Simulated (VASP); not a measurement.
Input of a VASP 6.6.1 run:

Contents of INCAR:

```
SYSTEM = TiS2
ALGO     = Normal         ! electronic algorithm
EDIFF    = 1E-7           ! SCF threshold, eV
EDIFFG   = -0.001         ! ionic threshold
ENCUT    = 500            ! plane-wave cutoff, eV
GGA      = PE             ! functional
GGA_COMPAT= .False.      
IBRION   = 2              ! ionic algorithm
ISIF     = 3              ! what is computed and relaxed
ISMEAR   = -1             ! smearing method
IVDW     = 12             ! dispersion correction
LASPH    = .True.         ! aspherical terms in the spheres
LCHARG   = .False.        ! write CHGCAR
LREAL    = .False.        ! projectors in reciprocal space
LWAVE    = .False.        ! write WAVECAR
NELM     = 120            ! most SCF steps
NELMIN   = 4            
NSW      = 80             ! ionic steps
PREC     = Accurate       ! precision mode
SIGMA    = 0.15           ! smearing width, eV
```

The input KPOINTS:

```
k-points
0
Gamma
  15 15 8
  0 0 0
```

File POSCAR:

```
TiS2
1.0
    3.3605463369      0.0000000000      0.0000000000
   -1.6802731685      2.9103184984      0.0000000000
    0.0000000000      0.0000000000      5.5201198229
Ti S
1 2
Direct
    0.0000000000      0.0000000000      0.0000000000
    0.3333333333      0.6666666667      0.2586701198
    0.6666666667      0.3333333333      0.7413298802
```

Potentials or basis: VASP PAW PBE potentials, release 64 (Ti_sv, S).

Launch:

```sh
$ cat potpaw_PBE.64/Ti_sv/POTCAR potpaw_PBE.64/S/POTCAR > POTCAR
$ mpirun -np 1 vasp_std > vasp.out
```

(1) Estimate the band gap on the k mesh.

(2) What does it give for the dispersion energy per atom?

Answers

(1) zero (band 12 reaches 6.36 eV, above the bottom of band 13 at 6.08 eV).

(2) -0.411 eV.
